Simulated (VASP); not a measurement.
A run of VASP 6.6.1:

Contents of INCAR:

```
PREC = Accurate
ENCUT = 600
EDIFF = 1E-7
ISMEAR = 0
SIGMA = 0.15
LREAL = False
LASPH = True
NELM = 150
ALGO = Normal
ISIF = 3
LWAVE = False
LCHARG = False
ISPIN = 2
MAGMOM = 3 0 0 0
LORBIT = 11
LMAXMIX = 4
GGA = PE
IBRION = 2
NSW = 36
EDIFFG = -0.08
```

KPOINTS

```
regular mesh
0
Gamma
  6 6 6
```

The input POSCAR:

```
CoH3
1.0
   -1.7309614400      1.7309614400      3.4474427600
    1.7309614400     -1.7309614400      3.4474427600
    1.7309614400      1.7309614400     -3.4474427600
Co H
1 3
Direct
    0.0000000000      0.0000000000      0.0000000000
    0.7500000000      0.2500000000      0.5000000000
    0.2500000000      0.7500000000      0.5000000000
    0.5000000000      0.5000000000      0.0000000000
```

Potentials or basis: VASP PAW PBE potentials, release 64 (Co, H).

The run is started by

```sh
$ cat potpaw_PBE.64/Co/POTCAR potpaw_PBE.64/H/POTCAR > POTCAR
$ mpirun -np 1 vasp_std > vasp.out
```

Hardware: 1 thread of Oxide Virtual Turin-like Processor (shared host).

**Question.** How long does it take, and how much memory?

**Answer.** Run time: 5.5 min on 1 thread of Oxide Virtual Turin-like Processor, on a shared host, peak memory 0.25 GiB. Counts: scf iterations 75, k points 30, ion steps 5.
